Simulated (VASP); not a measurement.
# Cd (Fm-3m) in VASP: single point with PBE

Aim: the single point of Cd with PBE.

Everything below comes from runs of VASP 6.6.1. Logs are shortened: lines on timing, memory, paths and dates and some standing lists are left out, and cuts for length are marked.

**1. The cell of the first run**

It takes space group Fm-3m (No. 225, cubic). Conventional cell: a = 4.501 Å, b = 4.501 Å, c = 4.501 Å, α = 90.00°, β = 90.00°, γ = 90.00°. Cd (site symmetry m-3m) has 12 Cd at 3.18 Å within 4.2 Å.

This isn't the form of Cd at room conditions, which is hcp.

**2. Single point, PBE, non-collinear spin, zero start, spin-orbit coupling**

Contents of INCAR:

```
SYSTEM = Cd
PREC = Accurate
ENCUT = 540
EDIFF = 1E-6
ISMEAR = -1
SIGMA = 0.15
LREAL = .FALSE.
LASPH = .TRUE.
NELM = 200
ALGO = Normal
ISIF = 2
LWAVE = .FALSE.
LCHARG = .FALSE.
MAGMOM = 0 0 0
LORBIT = 11
LSORBIT = .TRUE.
GGA_COMPAT = .FALSE.
LORBMOM = .TRUE.
GGA = PE
NBANDS = 31
```

Contents of KPOINTS:

```
Automatic mesh
0
G
  4 4 4
  0 0 0
```

Contents of POSCAR:

```
Cd
1.0
    0.0000000000      2.2506000000      2.2506000000
    2.2506000000      0.0000000000      2.2506000000
    2.2506000000      2.2506000000      0.0000000000
Cd
1
Direct
    0.0000000000      0.0000000000      0.0000000000
```

Potentials or basis: VASP PAW PBE potentials, release 64 (Cd_sv_GW).

Run with:

```
cat potpaw_PBE.64/Cd_sv_GW/POTCAR > POTCAR
mpirun -np 1 vasp_ncl > vasp.out
```

OUTCAR:

```text
SYSTEM = Cd
   PREC = Accurate
   ENCUT = 540
   EDIFF = 1E-6
   ISMEAR = -1
   LREAL = .FALSE.
   LASPH = .TRUE.
   NELM = 200
   ISIF = 2
   LORBIT = 11
   LSORBIT = .TRUE.
   GGA = PE

 ion  position               nearest neighbor table
   1  0.000  0.000  0.000-

  LATTYP: Found a face centered cubic cell.
 ALAT       =     4.5012000000

  Lattice vectors:

 A1 = (   0.0000000000,   2.2506000000,   2.2506000000)
 A2 = (   2.2506000000,   0.0000000000,   2.2506000000)
 A3 = (   2.2506000000,   2.2506000000,   0.0000000000)

Analysis of symmetry for initial positions (statically):
=====================================================================
 Subroutine PRICEL returns:
 Original cell was already a primitive cell.

 Routine SETGRP: Setting up the symmetry group for a
 face centered cubic supercell.

 Subroutine GETGRP returns: Found 48 space group operations
 (whereof 48 operations were pure point group operations)
 out of a pool of 48 trial point group operations.

The static configuration has the point symmetry O_h .

Analysis of symmetry for dynamics (positions and initial velocities):
=====================================================================
 Subroutine PRICEL returns:
 Original cell was already a primitive cell.

 Routine SETGRP: Setting up the symmetry group for a
 face centered cubic supercell.

 Subroutine GETGRP returns: Found 48 space group operations
 (whereof 48 operations were pure point group operations)
 out of a pool of 48 trial point group operations.

The dynamic configuration has the point symmetry O_h .

Analysis of structural, dynamic, and magnetic symmetry:
=====================================================================
 Subroutine PRICEL returns:
 Original cell was already a primitive cell.

 Routine SETGRP: Setting up the symmetry group for a
 face centered cubic supercell.

 Subroutine GETGRP returns: Found 48 space group operations
 (whereof 48 operations were pure point group operations)
 out of a pool of 48 trial point group operations.

The overall configuration has the point symmetry O_h .

 Subroutine INISYM returns: Found 48 space group operations
 (whereof 48 operations are pure point group operations),
 and found     1 'primitive' translations

----------------------------------------------------------------------------------------

                                     Primitive cell

  volume of cell :      22.7995

  direct lattice vectors                    reciprocal lattice vectors
     0.000000000  2.250600000  2.250600000    -0.222162979  0.222162979  0.222162979
     2.250600000  0.000000000  2.250600000     0.222162979 -0.222162979  0.222162979
     2.250600000  2.250600000  0.000000000     0.222162979  0.222162979 -0.222162979

  length of vectors
     3.182829043  3.182829043  3.182829043     0.384797567  0.384797567  0.384797567

  position of ions in fractional coordinates (direct lattice)
     0.000000000  0.000000000  0.000000000

  ion indices of the primitive-cell ions
   primitive index   ion index
                 1           1

----------------------------------------------------------------------------------------

 KPOINTS: Automatic mesh

Automatic generation of k-mesh.
 Grid dimensions read from file:
 generate k-points for:    4    4    4

 Generating k-lattice:

  Cartesian coordinates                     Fractional coordinates (reciprocal lattice)
    -0.055540745  0.055540745  0.055540745     0.250000000  0.000000000  0.000000000
     0.055540745 -0.055540745  0.055540745     0.000000000  0.250000000  0.000000000
     0.055540745  0.055540745 -0.055540745     0.000000000  0.000000000  0.250000000

  Length of vectors
     0.096199392  0.096199392  0.096199392

  Shift w.r.t. Gamma in fractional coordinates (k-lattice)
     0.000000000  0.000000000  0.000000000

 Subroutine IBZKPT returns following result:
 ===========================================

 Found      8 irreducible k-points:

 Following reciprocal coordinates:
            Coordinates               Weight
  0.000000  0.000000  0.000000      1.000000
  0.250000  0.000000  0.000000      8.000000
  0.500000  0.000000  0.000000      4.000000
  0.250000  0.250000  0.000000      6.000000
  0.500000  0.250000  0.000000     24.000000
 -0.250000  0.250000  0.000000     12.000000
  0.500000  0.500000  0.000000      3.000000
 -0.250000  0.500000  0.250000      6.000000
   k-points           NKPTS =      8   k-points in BZ     NKDIM =      8   number of bands    NBANDS=     31
   number of dos      NEDOS =    301   number of ions     NIONS =      1
   total plane-waves  NPLWV =  13824
   dimension x,y,z NGX =    24 NGY =   24 NGZ =   24
   dimension x,y,z NGXF=    48 NGYF=   48 NGZF=   48
   ions per type =               1
   NGX,Y,Z   is equivalent  to a cutoff of  12.54, 12.54, 12.54 a.u.
   NGXF,Y,Z  is equivalent  to a cutoff of  25.07, 25.07, 25.07 a.u.
 SYSTEM =  Cd
   PREC   = accura    normal or accurate (medium, high low for compatibility)
   ISTART =      0    job   : 0-new  1-cont  2-samecut
   ICHARG =      2    charge: 1-file 2-atom 10-const
   ISPIN  =      1    spin polarized calculation?
   LNONCOLLINEAR =      T non collinear calculations
   LSORBIT =      T    spin-orbit coupling
   LASPH  =      T    aspherical Exc in radial PAW
   ENCUT  =  540.0 eV  39.69 Ry    6.30 a.u.   6.03  6.03  6.03*2*pi/ulx,y,z
   NELM   =    200;   NELMIN=  2; NELMDL= -5     # of ELM steps
   EDIFF  = 0.1E-05   stopping-criterion for ELM
   LREAL  =      F    real-space projection
   EDIFFG = 0.1E-04   stopping-criterion for IOM
   NSW    =      0    number of steps for IOM
   IBRION =     -1    ionic relax: 0-MD 1-quasi-New 2-CG
   NFREE  =      0    steps in history (QN), initial steepest desc. (CG)
   ISIF   =      2    stress and relaxation
   ISYM   =      2    0-nonsym 1-usesym 2-fastsym
   POTIM  = 0.5000    time-step for ionic-motion
   TEBEG  =    0.0;   TEEND  =   0.0 temperature during run
   PSTRESS=    0.0 pullay stress
   NELECT =      20.0000    total number of electrons
   NUPDOWN=      -1.0000    fix difference up-down
   EMIN   =  10.00;   EMAX   =-10.00  energy-range for DOS
   EFERMI =   0.00;   METHOD = LEGACY
   ISMEAR =    -1;   SIGMA  =   0.15  broadening in eV -4-tet -1-fermi 0-gaus
   EFERMI_NEDOS =   21; number of points for ismear=-14 and -15
   IALGO  =     38    algorithm
   IMIX   =      4    mixing-type and parameters
     AMIX     =   0.40;   BMIX     =  1.00
     AMIX_MAG =   1.60;   BMIX_MAG =  1.00
  volume/ion in A,a.u.               =      22.80       153.86
  Fermi-wavevector in a.u.,A,eV,Ry     =   1.567147  2.961479 33.415242  2.455951
  Thomas-Fermi vector in A             =   2.669370
   LORBIT       =     11    0 simple, 1 ext, 2 COOP (PROOUT), +10 PAW based schemes
   GGA     = PE    functional components
   LHFCALC =     F    Hartree Fock is set to
   AEXX    =    0.0000 exact exchange contribution
   IVDW    =     0    specifies the selected vdW correction
   LEPSILON=     F    determine dielectric tensor
   LRPA    =     F    only Hartree local field effects (RPA)
  energy-cutoff  :      540.00
  volume of cell :       22.80
 maximum number of plane-waves:      1312
   NGX = 13   NGY = 13   NGZ = 13

 number of electron      20.0000014 magnetization      -0.0000000     -0.0000000     -0.0000000

 number of electron      20.0000014 magnetization       0.0000000      0.0000000      0.0000000

 number of electron      20.0000014 magnetization      -0.0000000      0.0000000     -0.0000000

 number of electron      20.0000014 magnetization       0.0000000     -0.0000000      0.0000000

 Free energy of the ion-electron system (eV)
  ---------------------------------------------------
  ext. energy  EPLUGINS =         0.00000000
  ---------------------------------------------------
  free energy    TOTEN  =        -1.37278396 eV

  energy without entropy =       -1.34907900  energy(sigma->0) =       -1.36093148

 E-fermi :   7.1091     XC(G=0): -11.0049

 val. band max:        5.1913064772   @ k =   0.5000   0.5000   0.0000
 cond. band min:       7.1246595348   @ k =   0.5000   0.5000   0.0000
 fundamental gap:      1.9333530576
 Fermi energy:         7.1091109941

 k-point     1 :       0.0000    0.0000    0.0000
  band No.  band energies     occupation
      1     -97.0206      1.00000
      2     -97.0206      1.00000
      3     -61.8768      1.00000
      4     -61.8768      1.00000
      5     -56.2294      1.00000
      6     -56.2294      1.00000
[... 23 lines left out ...]
     30      23.6486      0.00000
     31      23.7274      0.00000

 k-point     2 :       0.2500    0.0000    0.0000
  band No.  band energies     occupation
      1     -97.0196      1.00000
      2     -97.0196      1.00000
      3     -61.8815      1.00000
      4     -61.8815      1.00000
      5     -56.2410      1.00000
      6     -56.2410      1.00000
[... 23 lines left out ...]
     30      23.2186      0.00000
     31      23.3591      0.00000

 k-point     3 :       0.5000    0.0000    0.0000
  band No.  band energies     occupation
      1     -97.0184      1.00000
      2     -97.0184      1.00000
      3     -61.8859      1.00000
      4     -61.8859      1.00000
      5     -56.2526      1.00000
      6     -56.2526      1.00000
[... 23 lines left out ...]
     30      21.7968      0.00000
     31      21.9409      0.00000

 k-point     4 :       0.2500    0.2500    0.0000
  band No.  band energies     occupation
      1     -97.0193      1.00000
      2     -97.0193      1.00000
      3     -61.8832      1.00000
      4     -61.8832      1.00000
      5     -56.2422      1.00000
      6     -56.2422      1.00000
[... 23 lines left out ...]
     30      17.5064      0.00000
     31      27.8789      0.00000

 k-point     5 :       0.5000    0.2500    0.0000
  band No.  band energies     occupation
      1     -97.0183      1.00000
      2     -97.0183      1.00000
      3     -61.8880      1.00000
      4     -61.8880      1.00000
      5     -56.2522      1.00000
      6     -56.2522      1.00000
[... 23 lines left out ...]
     30      23.3544      0.00000
     31      26.3889      0.00000

 k-point     6 :      -0.2500    0.2500    0.0000
  band No.  band energies     occupation
      1     -97.0186      1.00000
      2     -97.0186      1.00000
      3     -61.8865      1.00000
      4     -61.8865      1.00000
      5     -56.2496      1.00000
      6     -56.2496      1.00000
[... 23 lines left out ...]
     30      23.8292      0.00000
     31      25.1386      0.00000

 k-point     7 :       0.5000    0.5000    0.0000
  band No.  band energies     occupation
      1     -97.0178      1.00000
      2     -97.0178      1.00000
      3     -61.8892      1.00000
      4     -61.8892      1.00000
      5     -56.2545      1.00000
      6     -56.2545      1.00000
[... 23 lines left out ...]
     30      16.6477      0.00000
     31      29.9765      0.00000

 k-point     8 :      -0.2500    0.5000    0.2500
  band No.  band energies     occupation
      1     -97.0179      1.00000
      2     -97.0179      1.00000
      3     -61.8895      1.00000
      4     -61.8895      1.00000
      5     -56.2517      1.00000
      6     -56.2517      1.00000
[... 23 lines left out ...]
     30      23.0758      0.00000
     31      23.2877      0.00000

------------------------ aborting loop because EDIFF is reached ----------------------------------------

  FORCE on cell =-STRESS in cart. coord.  units (eV):
  Direction    XX          YY          ZZ          XY          YZ          ZX
  --------------------------------------------------------------------------------------
  -------------------------------------------------------------------------------------
  Total       -0.4072139     -0.4072139     -0.4072139     -0.0000000      0.0000000     -0.0000000
  in kB      -28.6159555    -28.6159555    -28.6159555     -0.0000000      0.0000000     -0.0000000
  external PRESSURE =     -28.6159555 kB  Pullay stress =       0.0000000 kB

 VOLUME and BASIS-vectors are now :
 -----------------------------------------------------------------------------
  energy-cutoff  :      540.00
  volume of cell :       22.80
      direct lattice vectors                 reciprocal lattice vectors
     0.000000000  2.250600000  2.250600000    -0.222162979  0.222162979  0.222162979
     2.250600000  0.000000000  2.250600000     0.222162979 -0.222162979  0.222162979
     2.250600000  2.250600000  0.000000000     0.222162979  0.222162979 -0.222162979

 POSITION                                       TOTAL-FORCE (eV/Angst)
 -----------------------------------------------------------------------------------
      0.00000      0.00000      0.00000         0.000000      0.000000      0.000000
 -----------------------------------------------------------------------------------
    total drift:                               -0.000000      0.000000     -0.000000

  FREE ENERGIE OF THE ION-ELECTRON SYSTEM (eV)
  ---------------------------------------------------
  free  energy   TOTEN  =        -1.3727839610 eV

  energy  without entropy=       -1.3490790025  energy(sigma->0) =       -1.36093148

 orbital moment (x)

 # of ion     p       d       f       tot
 ------------------------------------------------
  1         0.000   0.000  -0.000   0.000
 ------------------------------------------------
            0.000   0.000  -0.000   0.000

 orbital moment (y)

 # of ion     p       d       f       tot
 ------------------------------------------------
  1         0.000  -0.000   0.000  -0.000
 ------------------------------------------------
            0.000  -0.000   0.000  -0.000

 orbital moment (z)

 # of ion     p       d       f       tot
 ------------------------------------------------
  1         0.000   0.000   0.000   0.000
 ------------------------------------------------
            0.000   0.000   0.000   0.000

 Spin-Orbit-Coupling matrix elements

 Ion:    1  E_soc:     -0.7863149
 l=   1
     0.0000000    -0.1194296    -0.1194296
    -0.1194296     0.0000000    -0.1194296
    -0.1194296    -0.1194296     0.0000000
 l=   2
     0.0000000    -0.0023240     0.0000000    -0.0023240    -0.0092989
    -0.0023240     0.0000000    -0.0069742    -0.0023240    -0.0023247
     0.0000000    -0.0069742     0.0000000    -0.0069742     0.0000000
    -0.0023240    -0.0023240    -0.0069742     0.0000000    -0.0023247
    -0.0092989    -0.0023247     0.0000000    -0.0023247     0.0000000
 l=   3
     0.0000000    -0.0000000     0.0000000     0.0000000     0.0000000     0.0000000     0.0000000
    -0.0000000     0.0000000    -0.0000000     0.0000000    -0.0000000    -0.0000000    -0.0000000
     0.0000000    -0.0000000     0.0000000     0.0000000     0.0000000     0.0000000     0.0000000
     0.0000000     0.0000000     0.0000000     0.0000000     0.0000000     0.0000000     0.0000000
     0.0000000    -0.0000000     0.0000000     0.0000000     0.0000000     0.0000000     0.0000000
     0.0000000    -0.0000000     0.0000000     0.0000000     0.0000000     0.0000000     0.0000000
     0.0000000    -0.0000000     0.0000000     0.0000000     0.0000000     0.0000000     0.0000000

 total charge

# of ion       s       p       d       f       tot
--------------------------------------------------
    1        2.358   6.165   9.139   0.001  17.664

 magnetization (x)

# of ion       s       p       d       f       tot
--------------------------------------------------
    1        0.000   0.000   0.000   0.000   0.000

 magnetization (y)

# of ion       s       p       d       f       tot
--------------------------------------------------
    1       -0.000  -0.000  -0.000  -0.000  -0.000

 magnetization (z)

# of ion       s       p       d       f       tot
--------------------------------------------------
    1       -0.000   0.000  -0.000   0.000  -0.000
```

Run time: 21 s. Hardware: 1 thread of Intel Xeon Platinum 8488C (Sapphire Rapids), shared host; peak memory 0.2 GiB.

What came out:

| Item | Value |
| --- | --- |
| Free energy | -1.3728 eV |
| Pressure | -2.9 GPa |
| Net moment | 0.00 μB per cell |
| Valence electrons inside the program's atomic spheres | Cd 17.66 |

Moments on the atoms (μB; x, y, z):
```
Cd  0.00 0.00 0.00
```

Caveat: the k points lie up to 0.60 Å⁻¹ apart.
